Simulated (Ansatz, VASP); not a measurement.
## Rb: VASP beside Ansatz

```
CELL_PARAMETERS angstrom
3.82672 -6.48559 0.00000
3.82672 6.48559 0.00000
0.00000 0.00000 7.66363
ATOMIC_POSITIONS crystal
Rb 0.15250 0.84750 0.07850
Rb 0.65250 0.34750 0.42150
Rb 0.84750 0.15250 0.92150
Rb 0.34750 0.65250 0.57850
```

Alike in both runs: task single point; functional r2SCAN; k mesh 4 × 4 × 4; occupations gaussian, width 0.1 eV; no spin polarisation.

```csv
,VASP,Ansatz
version,VASP 6.6.1,Ansatz 0.2.0
potentials or method,"VASP PAW PBE potentials, release 64 (Rb_sv), cutoff 520 eV","scalar-relativistic, plane waves, PAW"
valence electrons in the cell,36,36
```

```csv
,VASP,Ansatz,Ansatz less VASP
gap on the k mesh at the Fermi level (eV),none,none,-
pressure (GPa),0.3,0.3,0.00
"traceless stress, the component that is largest in VASP (GPa)",0.09,0.09,0.000
rms of the force components (eV/Å),0.022,0.022,-0.0005
```

VASP's potentials were made for PBE, not for r2SCAN. Atom by atom the forces differ by 0.001 eV/Å (rms over components). A gap of «none» marks a metal or a gap that the smearing closes. With one functional, cell and mesh, what is left measures potentials, basis and numerics.
